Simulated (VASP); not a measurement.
Set up this calculation in VASP 6.6.1, as the native input.

```yaml
Task: single point
Functional: PBEsol
Dispersion: D3(BJ)
Potentials_or_basis: VASP PAW PBE potentials, release 64 (Sn_d, O)
Cutoff: 520 eV
k_mesh: 8 × 6 × 6
Occupations: gaussian, width 0.05 eV
Spin: no spin polarisation
Dipole_correction: no
Further_INCAR_settings: ALGO = Normal; EDIFF = 1e-06; NBANDS = 28
```

The structure of SnO lies in POSCAR:

```
SnO
1.0
    3.3885550500      0.0000000000      0.0000000000
    0.0000000000      5.7308450400      0.0000000000
    0.0000000000      0.0000000000      4.2219700000
Sn O
2 2
Direct
    0.0000000000      0.2319090000      0.5131440000
    0.5000000000      0.7680910000      0.0131440000
    0.0000000000      0.8912500000      0.7368570000
    0.5000000000      0.1087500000      0.2368570000
```

This cell differs from its parent crystal: strain +0.0100 x Voigt [1, 1, 0, 0, 0, 0].

These files were run (other wordings do the same):

INCAR

```
  PREC = Accurate
  ENCUT = 520
  EDIFF = 1E-6
  ISMEAR = 0
  SIGMA = 0.05
  LREAL = F
  LASPH = T
  NELM = 80
  ALGO = Normal
  ISIF = 2
  LWAVE = F
  LCHARG = F
  GGA = PS
  IVDW = 12
  NBANDS = 28
```

KPOINTS

```
regular mesh
0
Gamma
  8 6 6
```

Potentials or basis: VASP PAW PBE potentials, release 64 (Sn_d, O).

Run with:

```bash
$ cat potpaw_PBE.64/Sn_d/POTCAR potpaw_PBE.64/O/POTCAR > POTCAR
$ mpirun -np 1 vasp_std > vasp.out
```

Results of the run:

The pressure is -5.8 GPa, the largest force is 0.629 eV/Å and the band gap on the k mesh is 1.36 eV (least direct gap 2.03 eV). The dispersion energy per atom is -0.183 eV.

Caveat: the cell differs from its parent crystal (strain +0.0100 x Voigt [1, 1, 0, 0, 0, 0]); the cell stands under tension; the PAW data sets were made with another functional, which shifts forces and pressure a little; spin-orbit coupling is left out, which moves the levels of the heavy elements.

It took 61 s on 1 thread of Intel(R) Xeon(R) 6975P-C (Granite Rapids), with other jobs on the host, peak memory 0.3 GiB.
